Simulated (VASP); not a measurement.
Ni2O5 (cubic X2O5 type), 14 atoms in the cell. It takes space group Pn-3m (No. 224, cubic). Conventional cell: a = 4.952 Å, b = 4.952 Å, c = 4.952 Å, α = 90.00°, β = 90.00°, γ = 90.00°. Within 2.8 Å of Ni (site symmetry -3m) lie 12 O at 2.14 to 2.48 Å. O (site symmetry -3m) has 6 O at 2.14 Å and 6 Ni at 2.48 Å within 2.8 Å. Within 2.8 Å of O (site symmetry -42m) lie 4 Ni at 2.14 Å and 8 O at 2.14 to 2.48 Å. 

| Quantity | Value |
| --- | --- |
| Program | VASP 6.6.1 |
| Task | single point |
| Functional | PBE |
| Potentials or basis | VASP PAW PBE potentials, release 64 (Ni, O) |
| Cutoff | 520 eV |
| k mesh | 22 × 22 × 22 |
| Occupations | fermi-dirac, width 0.0612256 eV |
| Spin | no spin polarisation |
| Dipole correction | no |
| Further INCAR settings | ALGO = Normal; EDIFF = 1e-06; NBANDS = 63 |

Potentials or basis: VASP PAW PBE potentials, release 64 (Ni, O).

Run with:

```bash
$ cat potpaw_PBE.64/Ni/POTCAR potpaw_PBE.64/O/POTCAR > POTCAR
$ mpirun -np 4 vasp_std > vasp.out
```

Hardware: 4 MPI ranks on Intel(R) Xeon(R) Platinum 8488C (Sapphire Rapids), on a shared host.

Q: How long does it take, and how much memory?

A: Run time: 15 min on 4 MPI ranks on Intel(R) Xeon(R) Platinum 8488C (Sapphire Rapids), on a shared host, peak memory 1.7 GiB a rank. Counts: scf iterations 21, k points 364.
